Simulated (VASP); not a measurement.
Write the native input for VASP 6.6.1 that does the following.

```yaml
Task: relaxation of cell and atoms
Functional: PBE
Potentials_or_basis: VASP PAW PBE potentials, release 64 (P)
Cutoff: 600 eV
k_mesh: 18 × 18 × 10
Occupations: gaussian, width 0.1 eV
Spin: no spin polarisation
Dipole_correction: no
Further_INCAR_settings: ALGO = Normal; EDIFF = 1e-06; IBRION = 2; EDIFFG = -0.01; NSW = 100; ISIF = 3
```

The structure of P lies in POSCAR:

```
P
1.0
    3.3816654560      0.0000000000      0.0000000000
   -1.6908327280      2.9286081920      0.0000000000
    0.0000000000      0.0000000000      5.1898472523
P
3
Direct
    0.3333333333      0.6666666667      0.0000000000
    0.0000000000      0.0000000000      0.2912367514
    0.0000000000      0.0000000000      0.7087632486
```

The cell was generated, and may not be a known phase.

These files were run (other wordings do the same):

INCAR

```
PREC = Accurate ; ENCUT = 600
EDIFF = 1E-6 ; ISMEAR = 0
SIGMA = 0.1 ; LREAL = F
LASPH = T ; NELM = 60
ALGO = Normal ; ISIF = 3
LWAVE = F ; LCHARG = F
GGA = PE ; IBRION = 2
NSW = 100 ; EDIFFG = -0.01
```

KPOINTS

```
regular mesh
0
Gamma
  18 18 10
```

Potentials or basis: VASP PAW PBE potentials, release 64 (P).

Launch:

```sh
$ cat potpaw_PBE.64/P/POTCAR > POTCAR
$ mpirun -np 1 vasp_std > vasp.out
```

It gave:

```
Relaxed volume                        : 17.73 Å³/atom
Relaxed cell                          : a = 3.471 Å, b = 3.471 Å, c = 5.097 Å, α = 90.00°, β = 90.00°, γ = 120.00°
Space group after relaxing (to 0.1 Å) : P-6m2 (No. 187)
Energy gained by relaxing             : 1.8 meV/atom
Ionic steps                           : 18
Pressure after relaxing               : 0.0 GPa
Largest force after relaxing          : 0.004 eV/Å
Band gap on the k mesh                : zero (an odd number of electrons rules out a gap without spin polarisation)
```

Wall time 8 min on 1 thread of Intel(R) Xeon(R) 6975P-C (Granite Rapids), with other jobs on the host, peak memory 0.25 GiB.
